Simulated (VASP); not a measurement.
# Ag: relaxation of cell and atoms with BLYP

The system is Ag.

```
Ag
1.0
     4.58504    0.00000    0.00000
    -2.29252    3.97076    0.00000
     0.00000    0.00000    2.81063
Ag
3
Direct
  0.00000 0.00000 0.00000
  0.33333 0.66667 0.50000
  0.66667 0.33333 0.50000
```

```json
{
  "Program": "VASP 6.6.1",
  "Task": "relaxation of cell and atoms",
  "Functional": "BLYP",
  "Potentials or basis": "VASP PAW PBE potentials, release 64 (Ag)",
  "Cutoff": "600 eV",
  "k mesh": "8 × 8 × 11",
  "Occupations": "fermi-dirac, width 0.1 eV",
  "Spin": "no spin polarisation",
  "Dipole correction": "no",
  "Further INCAR settings": "ALGO = Normal; EDIFF = 1e-06; IBRION = 2; EDIFFG = -0.01; NSW = 80; ISIF = 3"
}
```

```yaml
Relaxed_volume: 19.77 Å³/atom
Relaxed_cell: a = 4.855 Å, b = 4.855 Å, c = 2.907 Å, α = 90.00°, β = 90.00°, γ = 120.00°
Space_group_after_relaxing_to_0.05_Å: P6/mmm (No. 191)
Energy_gained_by_relaxing: 108.3 meV/atom
Ionic_steps: 6
Pressure_after_relaxing: -0.1 GPa
```

The path:
| step | energy change (eV) | largest force (eV/Å) | pressure (GPa) | volume (Å³) |
| --- | --- | --- | --- | --- |
| 1 | 0.0000 | 0.0000 | 14.79 | 51.17 |
| 2 | -0.2665 | 0.0000 | -3.83 | 63.73 |
| 3 | -0.3240 | 0.0000 | 0.02 | 59.23 |
| 4 | -0.3239 | 0.0000 | -0.15 | 59.40 |
| 5 | -0.3248 | 0.0000 | -0.12 | 59.36 |
| 6 | -0.3250 | 0.0000 | -0.07 | 59.32 |

Final structure:
```
Ag
1.0
     4.85451    0.00000    0.00000
    -2.42726    4.20413    0.00000
     0.00000    0.00000    2.90666
Ag
3
Cartesian
  0.0000 0.0000 2.9067
  0.0000 2.8028 1.4533
  2.4273 1.4014 1.4533
```

Levels at points of the mesh, in eV from the Fermi level:
| k point | band 13 | band 14 | band 15 | band 16 | band 17 | band 18 | band 19 | band 20 |
| --- | --- | --- | --- | --- | --- | --- | --- | --- |
| (0.00, 0.00, 0.00) | -3.83 | -3.83 | -3.03 | -3.03 | 4.04 | 4.23 | 4.23 | 4.26 |
| (0.50, 0.00, 0.00) | -3.26 | -3.25 | -3.06 | -2.98 | -2.70 | 0.25 | 3.06 | 10.70 |

It took 5.1 min on 1 thread of Intel(R) Xeon(R) Platinum 8259CL CPU @ 2.50GHz (Skylake/Cascade Lake) (shared host), peak memory 0.22 GiB.

Caveat: the volume moved by over 15 % at a fixed basis, so the end points are rough; the PAW data sets were made with another functional, which shifts forces and pressure a little.
